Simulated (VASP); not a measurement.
# Zr (P6_3/mmc) in VASP: notebook, part 2 of 2

VASP 6.6.1.

### Step 4. Single point, PBEsol (20.66 Å³/atom)

This run uses another cell than the first one, of 20.66 Å³/atom.

Contents of INCAR:

```
SYSTEM = Zr
ALGO = Normal
EDIFF = 1E-6
ENCUT = 520
GGA = PS
ISIF = 2
ISMEAR = -1
LASPH = .True.
LCHARG = .False.
LREAL = .False.
LWAVE = .False.
NBANDS = 32
NELM = 80
PREC = Accurate
SIGMA = 0.1
```

Contents of KPOINTS:

```
k-points
0
Gamma
  13 13 4
  0 0 0
```

Contents of POSCAR:

```
Zr
1.0
    3.0822580934      0.0000000000      0.0000000000
   -1.5411290467      2.6693138099      0.0000000000
    0.0000000000      0.0000000000     10.0444560118
Zr
4
Direct
    1.0000000000      0.0000000000      0.0000000000
    0.0000000000      0.0000000000      0.5000000000
    0.3333333333      0.6666666667      0.2500000000
    0.6666666667      0.3333333333      0.7500000000
```

Potentials or basis: VASP PAW PBE potentials, release 64 (Zr_sv).

Run with:

```
$ cat potpaw_PBE.64/Zr_sv/POTCAR > POTCAR
$ mpirun -np 1 vasp_std > vasp.out
```

OUTCAR:

```text
SYSTEM = Zr
   EDIFF = 1E-6
   ENCUT = 520
   GGA = PS
   ISIF = 2
   ISMEAR = -1
   LASPH = .True.
   LREAL = .False.
   NELM = 80
   PREC = Accurate

 ion  position               nearest neighbor table
   1  0.000  0.000  0.000-   3 3.08   4 3.08   3 3.08   4 3.08   4 3.08   3 3.08
   2  0.000  0.000  0.500-   3 3.08   4 3.08   3 3.08   4 3.08   4 3.08   3 3.08
   3  0.333  0.667  0.250-   1 3.08   2 3.08   1 3.08   2 3.08   1 3.08   2 3.08
   4  0.667  0.333  0.750-   1 3.08   2 3.08   1 3.08   2 3.08   1 3.08   2 3.08

  LATTYP: Found a hexagonal cell.
 ALAT       =     3.0822580934
 C/A-ratio  =     3.2587978383

  Lattice vectors:

 A1 = (   3.0822580934,   0.0000000000,   0.0000000000)
 A2 = (  -1.5411290467,   2.6693138099,   0.0000000000)
 A3 = (   0.0000000000,   0.0000000000,  10.0444560118)

Analysis of symmetry for initial positions (statically):
=====================================================================
 Subroutine PRICEL returns:
 Original cell was already a primitive cell.

 Routine SETGRP: Setting up the symmetry group for a
 hexagonal supercell.

 Subroutine GETGRP returns: Found 24 space group operations
 (whereof 12 operations were pure point group operations)
 out of a pool of 24 trial point group operations.

The static configuration has the point symmetry D_3d.
 The point group associated with its full space group is D_6h.

Analysis of symmetry for dynamics (positions and initial velocities):
=====================================================================
 Subroutine PRICEL returns:
 Original cell was already a primitive cell.

 Routine SETGRP: Setting up the symmetry group for a
 hexagonal supercell.

 Subroutine GETGRP returns: Found 24 space group operations
 (whereof 12 operations were pure point group operations)
 out of a pool of 24 trial point group operations.

The dynamic configuration has the point symmetry D_3d.
 The point group associated with its full space group is D_6h.

 Subroutine INISYM returns: Found 24 space group operations
[... 121 lines left out ...]
     AMIX_MAG =   1.60;   BMIX_MAG =  1.00
  volume/ion in A,a.u.               =      20.66       139.42
  Fermi-wavevector in a.u.,A,eV,Ry     =   1.365915  2.581204 25.384700  1.865723
  Thomas-Fermi vector in A             =   2.492101
   LORBIT       =      0    0 simple, 1 ext, 2 COOP (PROOUT), +10 PAW based schemes
   GGA     = PS    functional components
   LHFCALC =     F    Hartree Fock is set to
   AEXX    =    0.0000 exact exchange contribution
   IVDW    =     0    specifies the selected vdW correction
   LEPSILON=     F    determine dielectric tensor
   LRPA    =     F    only Hartree local field effects (RPA)
 non-spin polarized calculation
  energy-cutoff  :      520.00
  volume of cell :       82.64
 maximum number of plane-waves:      2244
 NGX is ok and might be reduce to    24
   NGX = 11   NGY = 11   NGZ = 37

 number of electron      48.0000000 magnetization

 Free energy of the ion-electron system (eV)
  ---------------------------------------------------
  ext. energy  EPLUGINS =         0.00000000
  ---------------------------------------------------
  free energy    TOTEN  =       -36.03954492 eV

  energy without entropy =      -35.85466186  energy(sigma->0) =      -35.94710339

 E-fermi :  10.1671     XC(G=0): -11.7603

 val. band max:       10.1605933261   @ k =   0.2308   0.1538   0.0000
 cond. band min:      10.1964155767   @ k =   0.0000   0.0000   0.0000
 fundamental gap:      0.0358222505
 Fermi energy:        10.1671031733

 k-point     1 :       0.0000    0.0000    0.0000
  band No.  band energies     occupation
      1     -38.2650      2.00000
      2     -38.1728      2.00000
      3     -38.1207      2.00000
      4     -38.0255      2.00000
      5     -17.0145      2.00000
      6     -16.3465      2.00000
[... 829 lines left out ...]
     31      11.9509      0.00000
     32      12.1519      0.00000

 [... further k-points ...]

------------------------ aborting loop because EDIFF is reached ----------------------------------------

  FORCE on cell =-STRESS in cart. coord.  units (eV):
  Direction    XX          YY          ZZ          XY          YZ          ZX
  --------------------------------------------------------------------------------------
  -------------------------------------------------------------------------------------
  Total        4.6252024      4.6252024      5.0588215      0.0000000      0.0000000      0.0000000
  in kB       89.6698138     89.6698138     98.0764828      0.0000000      0.0000000      0.0000000
  external PRESSURE =      92.4720368 kB  Pullay stress =       0.0000000 kB

 VOLUME and BASIS-vectors are now :
 -----------------------------------------------------------------------------
  energy-cutoff  :      520.00
  volume of cell :       82.64
      direct lattice vectors                 reciprocal lattice vectors
     3.082258093  0.000000000  0.000000000     0.324437464  0.187314057  0.000000000
    -1.541129047  2.669313810  0.000000000     0.000000000  0.374628115  0.000000000
     0.000000000  0.000000000 10.044456012     0.000000000  0.000000000  0.099557407

 POSITION                                       TOTAL-FORCE (eV/Angst)
 -----------------------------------------------------------------------------------
      0.00000      0.00000      0.00000        -0.000000      0.000000      0.000000
      0.00000      0.00000      5.02223        -0.000000      0.000000      0.000000
     -0.00000      1.77954      2.51111         0.000000     -0.000000     -0.000000
      1.54113      0.88977      7.53334        -0.000000      0.000000      0.000000
 -----------------------------------------------------------------------------------
    total drift:                               -0.000000      0.000000     -0.000000

  FREE ENERGIE OF THE ION-ELECTRON SYSTEM (eV)
  ---------------------------------------------------
  free  energy   TOTEN  =       -36.0395449226 eV

  energy  without entropy=      -35.8546618618  energy(sigma->0) =      -35.94710339
```

It took 55 s on 1 thread of Intel Xeon 6975P-C (Granite Rapids), shared host; peak memory 0.26 GiB.

What came out:

```yaml
Free_energy: -36.0395 eV
Pressure: 9.2 GPa
Band_gap_on_the_k_mesh: zero (bands 24 and 25 overlap by 1.39 eV)
```

Levels at points of the mesh, in eV from the Fermi level:
| k point | band 20 | band 21 | band 22 | band 23 | band 24 | band 25 | band 26 | band 27 | band 28 | band 29 |
| --- | --- | --- | --- | --- | --- | --- | --- | --- | --- | --- |
| (0.00, 0.00, 0.00) | -3.28 | -0.03 | 0.03 | 0.76 | 0.76 | 0.90 | 0.90 | 0.96 | 1.31 | 1.31 |
| (0.00, 0.00, 0.50) | -3.30 | 0.53 | 0.53 | 0.72 | 0.72 | 0.93 | 0.93 | 0.93 | 0.93 | 1.24 |

Caveat: the cell stands under pressure; the PAW data sets were made with another functional, which shifts forces and pressure a little.

### Step 5. Single point, PBEsol (21.56 Å³/atom)

This run uses another cell than the first one, of 21.56 Å³/atom.

Contents of INCAR:

```
PREC = Accurate
ENCUT = 520
EDIFF = 1E-6
ISMEAR = -1
SIGMA = 0.1
LREAL = F
LASPH = T
NELM = 60
ALGO = Normal
ISIF = 2
LWAVE = F
LCHARG = T
GGA = PS
LELF = T
LVHAR = T
NBANDS = 32
```

Contents of KPOINTS:

```
regular mesh
0
Gamma
  13 13 4
```

Contents of POSCAR:

```
Zr
1.0
    3.1262963017      0.0000000000      0.0000000000
   -1.5631481509      2.7074520170      0.0000000000
    0.0000000000      0.0000000000     10.1879676297
Zr
4
Direct
    1.0000000000      0.0000000000      0.0000000000
    0.0000000000      0.0000000000      0.5000000000
    0.3333333333      0.6666666667      0.2500000000
    0.6666666667      0.3333333333      0.7500000000
```

Potentials or basis: VASP PAW PBE potentials, release 64 (Zr_sv).

Run with:

```
$ cat potpaw_PBE.64/Zr_sv/POTCAR > POTCAR
$ mpirun -np 1 vasp_std > vasp.out
```

OUTCAR:

```text
PREC = Accurate
   ENCUT = 520
   EDIFF = 1E-6
   ISMEAR = -1
   LREAL = F
   LASPH = T
   NELM = 60
   ISIF = 2
   GGA = PS

 ion  position               nearest neighbor table
   1  0.000  0.000  0.000-   3 3.12   4 3.12   3 3.12   4 3.12   4 3.12   3 3.12
   2  0.000  0.000  0.500-   3 3.12   4 3.12   3 3.12   4 3.12   4 3.12   3 3.12
   3  0.333  0.667  0.250-   1 3.12   2 3.12   1 3.12   2 3.12   1 3.12   2 3.12
   4  0.667  0.333  0.750-   1 3.12   2 3.12   1 3.12   2 3.12   1 3.12   2 3.12

  LATTYP: Found a hexagonal cell.
 ALAT       =     3.1262963017
 C/A-ratio  =     3.2587978382

  Lattice vectors:

 A1 = (   3.1262963017,   0.0000000000,   0.0000000000)
 A2 = (  -1.5631481509,   2.7074520170,   0.0000000000)
 A3 = (   0.0000000000,   0.0000000000,  10.1879676297)

Analysis of symmetry for initial positions (statically):
=====================================================================
 Subroutine PRICEL returns:
 Original cell was already a primitive cell.

 Routine SETGRP: Setting up the symmetry group for a
 hexagonal supercell.

[... 170 lines left out ...]
  energy without entropy =      -35.99672037  energy(sigma->0) =      -36.09416592

 E-fermi :   9.6561     XC(G=0): -11.5586

 val. band max:        9.6476483143   @ k =   0.1538   0.0769   0.2500
 cond. band min:       9.6565553824   @ k =   0.3846   0.0769   0.2500
 fundamental gap:      0.0089070681
 Fermi energy:         9.6561202789

 k-point     1 :       0.0000    0.0000    0.0000
  band No.  band energies     occupation
      1     -38.8375      2.00000
      2     -38.7596      2.00000
      3     -38.7161      2.00000
      4     -38.6360      2.00000
      5     -17.4982      2.00000
      6     -16.9070      2.00000
[... 829 lines left out ...]
     31      11.4029      0.00000
     32      11.5844      0.00000

 [... further k-points ...]

------------------------ aborting loop because EDIFF is reached ----------------------------------------

  FORCE on cell =-STRESS in cart. coord.  units (eV):
  Direction    XX          YY          ZZ          XY          YZ          ZX
  --------------------------------------------------------------------------------------
  -------------------------------------------------------------------------------------
  Total        2.2616514      2.2616514      2.4110699     -0.0000000     -0.0000000      0.0000000
  in kB       42.0201680     42.0201680     44.7962768     -0.0000000     -0.0000000      0.0000000
  external PRESSURE =      42.9455376 kB  Pullay stress =       0.0000000 kB

 VOLUME and BASIS-vectors are now :
 -----------------------------------------------------------------------------
  energy-cutoff  :      520.00
  volume of cell :       86.23
      direct lattice vectors                 reciprocal lattice vectors
     3.126296302  0.000000000  0.000000000     0.319867314  0.184675480  0.000000000
    -1.563148151  2.707452017  0.000000000     0.000000000  0.369350959  0.000000000
     0.000000000  0.000000000 10.187967630     0.000000000  0.000000000  0.098155004

 POSITION                                       TOTAL-FORCE (eV/Angst)
 -----------------------------------------------------------------------------------
      0.00000      0.00000      0.00000         0.000000     -0.000000      0.000000
      0.00000      0.00000      5.09398         0.000000     -0.000000      0.000000
     -0.00000      1.80497      2.54699         0.000000     -0.000000     -0.000000
      1.56315      0.90248      7.64098        -0.000000      0.000000      0.000000
 -----------------------------------------------------------------------------------
    total drift:                               -0.000000      0.000000     -0.000000

  FREE ENERGIE OF THE ION-ELECTRON SYSTEM (eV)
  ---------------------------------------------------
  free  energy   TOTEN  =       -36.1916114734 eV

  energy  without entropy=      -35.9967203659  energy(sigma->0) =      -36.09416592
```

stdout:

```text
POSCAR found type information on POSCAR Zr
 POSCAR found :  1 types and       4 ions
 scaLAPACK will be used
 -----------------------------------------------------------------------------
|                                                                             |
|                                                                             |
|     You enforced a specific xc type in the INCAR file but a different       |
|     I HOPE YOU KNOW WHAT YOU ARE DOING!                                     |
|                                                                             |
 -----------------------------------------------------------------------------

 LDA part: xc-table for (Slater+PW92), standard interpolation
 POSCAR, INCAR and KPOINTS ok, starting setup
 FFT: planning ... GRIDC
 FFT: planning ... GRID_SOFT
 FFT: planning ... GRID
 WAVECAR not read
 entering main loop
```

Wall time 60 s (1 thread of Intel Xeon 6975P-C (Granite Rapids), shared host); peak memory 0.27 GiB.

What came out:

```
Free energy            : -36.1916 eV
Pressure               : 4.3 GPa
Band gap on the k mesh : zero (bands 24 and 25 overlap by 1.38 eV)
```

Caveat: the cell stands under pressure; the PAW data sets were made with another functional, which shifts forces and pressure a little.

### Step 6. Overview

| cell | k mesh | gap on the mesh (eV) | pressure (GPa) |
| --- | --- | --- | --- |
| a = 3.169, b = 3.169, c = 10.328 Å, angles 90.0, 90.0, 120.0°, 4 atoms | 11 × 11 × 3 | none | 0.1 |
| a = 3.037, b = 3.037, c = 9.897 Å, angles 90.0, 90.0, 120.0°, 4 atoms | 13 × 13 × 4 | none | 15.2 |
| a = 3.082, b = 3.082, c = 10.044 Å, angles 90.0, 90.0, 120.0°, 4 atoms | 13 × 13 × 4 | none | 9.2 |
| a = 3.126, b = 3.126, c = 10.188 Å, angles 90.0, 90.0, 120.0°, 4 atoms | 13 × 13 × 4 | none | 4.3 |

Alike in all rows: task single point; level PBEsol; potentials or basis VASP PAW PBE potentials, release 64 (Zr_sv); no spin polarisation; cutoff (eV) 520; smearing fermi-dirac 0.1 eV.

Caveats: the PAW data sets were made with another functional, which shifts forces and pressure a little; the cell stands under pressure (at least some runs).

Total energies depend on the potentials used, so only differences within one code and one set of settings carry meaning.

The gap in the log of VASP goes by the Fermi energy; the results here count the filled bands.